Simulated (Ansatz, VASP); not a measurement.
**One calculation of KF, two programs**

```xyz
2
Lattice="0.0000 2.7259 2.7259 2.7259 0.0000 2.7259 2.7259 2.7259 0.0000" Properties=species:S:1:pos:R:3 pbc="T T T"
K     0.0000    0.0000    0.0000
F     2.7259    2.7259    2.7259
```

Change from the starting cell: volume scaled by 1.06, crystal datasets.

Alike in both runs: task electric field gradients; functional PBEsol; k mesh 9 × 9 × 9; occupations fermi-dirac, width 0.01 eV; no spin polarisation.

```csv
,VASP,Ansatz
version,VASP 6.6.1,Ansatz 0.2.0
potentials or method,"VASP PAW PBE potentials, release 64 (K_sv, F), cutoff 520 eV","all-electron PAW with datasets made for the crystal, scalar-relativistic"
```

|  | VASP | Ansatz | Ansatz less VASP |
| --- | --- | --- | --- |
| gap on the k mesh at the Fermi level (eV) | 5.74 | 5.75 | +0.010 |
| pressure (GPa) | -2.2 | -2.2 | 0.00 |

VASP's potentials were made for PBE, not for PBEsol. Ansatz ran all-electron here, and VASP with PAW potentials.
